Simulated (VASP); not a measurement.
Wanted: the native input for a VASP 6.6.1 run.

```
Task                   : single point
Functional             : PBE
Potentials or basis    : VASP PAW PBE potentials, release 64 (I, Cu)
Cutoff                 : 520 eV
k mesh                 : 6 × 6 × 1
Occupations            : gaussian, width 0.05 eV
Spin                   : no spin polarisation
Dipole correction      : yes
Further INCAR settings : ALGO = Normal; EDIFF = 1e-07; NBANDS = 26
```

The structure of CuI (Marshite) lies in POSCAR:

```
CuI
1.0
    4.2977998327      0.0000000000      0.0000000000
   -2.1488999164      3.7220038355      0.0000000000
    0.0000000000      0.0000000000     19.3864235862
I Cu
2 2
Direct
    0.3333333333      0.6666666667      0.3868686747
    0.6666666667      0.3333333333      0.5678787952
    0.6666666667      0.3333333333      0.4321212048
    0.0000000000      0.0000000000      0.6131313253
```

These files were run (other wordings do the same):

INCAR

```
SYSTEM = CuI
ALGO = Normal
DIPOL = 0.5 0.5 0.500
EDIFF = 1E-7
ENCUT = 520
GGA = PE
IDIPOL = 3
ISIF = 2
ISMEAR = 0
LASPH = .TRUE.
LCHARG = .TRUE.
LDIPOL = .TRUE.
LELF = .TRUE.
LREAL = .FALSE.
LVACPOTAV = .TRUE.
LVHAR = .TRUE.
LWAVE = .FALSE.
NBANDS = 26
NELM = 80
PREC = Accurate
SIGMA = 0.05
```

KPOINTS

```
k-points
0
G
  6 6 1
  0 0 0
```

Potentials or basis: VASP PAW PBE potentials, release 64 (I, Cu).

Launch:

```bash
$ cat potpaw_PBE.64/I/POTCAR potpaw_PBE.64/Cu/POTCAR > POTCAR
$ mpirun -np 1 vasp_std > vasp.out
```

Results of the run:

* Largest force: 0.895 eV/Å
* Band gap on the k mesh: 0.63 eV, direct

Caveat: spin-orbit coupling is left out, which moves the levels of the heavy elements.

Wall time 110 s on 1 thread of Intel Xeon 6975P-C (shared host), peak memory 0.4 GiB.
